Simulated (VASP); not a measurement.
Set up this calculation in VASP 6.6.1, as the native input.

| Property | Result |
| --- | --- |
| Task | single point |
| Functional | PBE |
| Potentials or basis | VASP PAW PBE potentials, release 64 (Ru_pv) |
| Cutoff | 520 eV |
| k mesh | 17 × 17 × 15 |
| Occupations | fermi-dirac, width 0.05 eV |
| Spin | no spin polarisation |
| Dipole correction | no |
| Further INCAR settings | ALGO = Normal; EDIFF = 1e-06; NBANDS = 13 |

The structure of Ru lies in POSCAR:

```
Ru
1.0
    2.6634787066      0.0000000000      0.0000000000
   -1.3317393533      2.3066402223      0.0000000000
    0.0000000000      0.0000000000      2.4481536715
Ru
1
Direct
    0.0000000000      0.0000000000      0.0000000000
```

This isn't the form of Ru at room conditions, which is hcp.

One way to write it, as run:

INCAR

```
SYSTEM = Ru
PREC = Accurate
ENCUT = 520
EDIFF = 1E-6
ISMEAR = -1
SIGMA = 0.05
LREAL = .FALSE.
LASPH = .TRUE.
NELM = 60
ALGO = Normal
ISIF = 2
LWAVE = .FALSE.
LCHARG = .FALSE.
GGA = PE
NBANDS = 13
```

KPOINTS

```
Automatic mesh
0
G
  17 17 15
  0 0 0
```

Potentials or basis: VASP PAW PBE potentials, release 64 (Ru_pv).

Command:

```sh
$ cat potpaw_PBE.64/Ru_pv/POTCAR > POTCAR
$ mpirun -np 1 vasp_std > vasp.out
```

It gave:

```
Pressure               : 0.0 GPa
Band gap on the k mesh : zero (bands 7 and 8 overlap by 3.38 eV)
```

Run time: 40 s on 1 thread of Intel Xeon 8259CL, on a shared host, peak memory 0.16 GiB.
